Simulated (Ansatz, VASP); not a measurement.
**One calculation of AgI, two programs**

```
CELL_PARAMETERS angstrom
3.17396 3.17396 0.00000
-3.17396 3.17396 0.00000
0.00000 3.17396 3.17396
ATOMIC_POSITIONS crystal
Ag 0.00000 0.00000 0.00000
I 0.75000 0.25000 0.50000
```

Alike in both runs: functional LDA; k mesh 10 × 10 × 10; occupations fermi-dirac, width 0.1 eV; no spin polarisation.

Ansatz relaxed the structure, and its values are those at the end. VASP's run is a single point on that final structure, the one shown.

```csv
,VASP,Ansatz
version,VASP 6.6.1,Ansatz 0.2.0
potentials or method,"VASP PAW LDA potentials, release 64 (Ag, I)","PAW with Ansatz's default frozen-core files, scalar-relativistic"
plane-wave cutoff (eV),500,420
valence electrons in the cell,18,36
```

```csv
,VASP,Ansatz,Ansatz less VASP
pressure (GPa),0.0,0.0,-0.02
```

LDA's correlation is that of Perdew and Zunger in VASP and of Perdew and Wang (1992) in Ansatz. VASP's potentials hold 18 valence electrons a cell and Ansatz's 36, so a difference there can come from the potentials and not from the codes.

Neither program's run includes spin-orbit coupling.
